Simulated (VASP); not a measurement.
A run of VASP 6.6.1 is set up as follows.

Contents of INCAR:

```
SYSTEM = ZnS
  PREC = Accurate
  ENCUT = 520
  EDIFF = 1E-6
  ISMEAR = -1
  SIGMA = 0.02
  LREAL = .False.
  LASPH = .True.
  NELM = 100
  ALGO = Normal
  ISIF = 2
  LWAVE = .False.
  LCHARG = .False.
  GGA = PE
  NBANDS = 26
```

Contents of KPOINTS:

```
regular mesh
0
Gamma
  12 12 4
  0 0 0
```

The input POSCAR:

```
ZnS
1.0
    3.8054508567      0.0000000000      0.0000000000
   -1.9027254283      3.2956171147      0.0000000000
    0.0000000000      0.0000000000      6.2439931111
Zn S
2 2
Direct
    0.3333333333      0.6666666667      0.0003381268
    0.6666666667      0.3333333333      0.5003381268
    0.3333333333      0.6666666667      0.3746618732
    0.6666666667      0.3333333333      0.8746618732
```

Potentials or basis: VASP PAW PBE potentials, release 64 (Zn, S).

Command:

```console
$ cat potpaw_PBE.64/Zn/POTCAR potpaw_PBE.64/S/POTCAR > POTCAR
$ mpirun -np 1 vasp_std > vasp.out
```

Question: What does it give for the pressure?

Answer: 2.4 GPa.

Question: Estimate the largest force.

Answer: 0.004 eV/Å.

Forces in eV/Å, atoms in the order of the input:
```
Zn   0.000  0.000  0.004
Zn   0.000  0.000  0.004
S    0.000  0.000 -0.004
S    0.000  0.000 -0.004
```
